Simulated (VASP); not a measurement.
Input of a VASP 6.6.1 run:

File INCAR:

```
SYSTEM = Bi
PREC = Accurate
ENCUT = 520
EDIFF = 1E-6
ISMEAR = 0
SIGMA = 0.05
LREAL = .False.
LASPH = .True.
NELM = 80
ALGO = Normal
ISIF = 2
LWAVE = .False.
LCHARG = .True.
GGA = PE
IVDW = 12
LELF = .True.
LVHAR = .True.
NBANDS = 14
```

File KPOINTS:

```
regular mesh
0
Gamma
  10 10 10
  0 0 0
```

Contents of POSCAR:

```
Bi
1.0
   -4.2574820000      4.2574820000      1.3161188800
    4.2574820000     -4.2574820000      1.3161188800
    4.2574820000      4.2574820000     -1.3161188800
Bi
1
Direct
    0.0000000000      0.0000000000      0.0000000000
```

Potentials or basis: VASP PAW PBE potentials, release 64 (Bi_d).

The run is started by

```bash
$ cat potpaw_PBE.64/Bi_d/POTCAR > POTCAR
$ mpirun -np 1 vasp_std > vasp.out
```

Q: What does it give for the pressure?

A: 2.8 GPa.

Q: Predict the dispersion energy per atom.

A: -0.136 eV.

Stress tensor (GPa, compression positive):
```
-0.56  0.00  0.00
 0.00 -0.56  0.00
 0.00  0.00  9.62
```

Caveat: the cell differs from its parent crystal (strain +0.000 along x and y, -0.080 along z); pairwise dispersion overbinds metals, which lowers pressure and volume.
